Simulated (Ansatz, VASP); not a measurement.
**SiC in VASP and in Ansatz**

```
CELL_PARAMETERS angstrom
0.00000 2.02859 2.02859
2.02859 0.00000 2.02859
2.02859 2.02859 0.00000
ATOMIC_POSITIONS crystal
Si 0.00000 0.00000 0.00000
C 0.50000 0.50000 0.50000
```

Alike in both runs: functional PBE; k mesh 24 × 24 × 24; occupations gaussian, width 0.1 eV; no spin polarisation.

Ansatz relaxed the structure, and its values are those at the end. VASP's run is a single point on that final structure, the one shown.

```csv
,VASP,Ansatz
version,VASP 6.6.1,Ansatz 0.2.0
potentials or method,"VASP PAW PBE potentials, release 64 (Si, C), cutoff 520 eV","scalar-relativistic, plane waves, PAW"
valence electrons in the cell,8,8
```

|  | VASP | Ansatz | Ansatz less VASP |
| --- | --- | --- | --- |
| gap on the k mesh at the Fermi level (eV) | none | none | - |
| pressure (GPa) | 0.2 | 0.0 | -0.19 |

A gap of «none» marks a metal or a gap that the smearing closes. With one functional, cell and mesh, what is left measures potentials, basis and numerics.
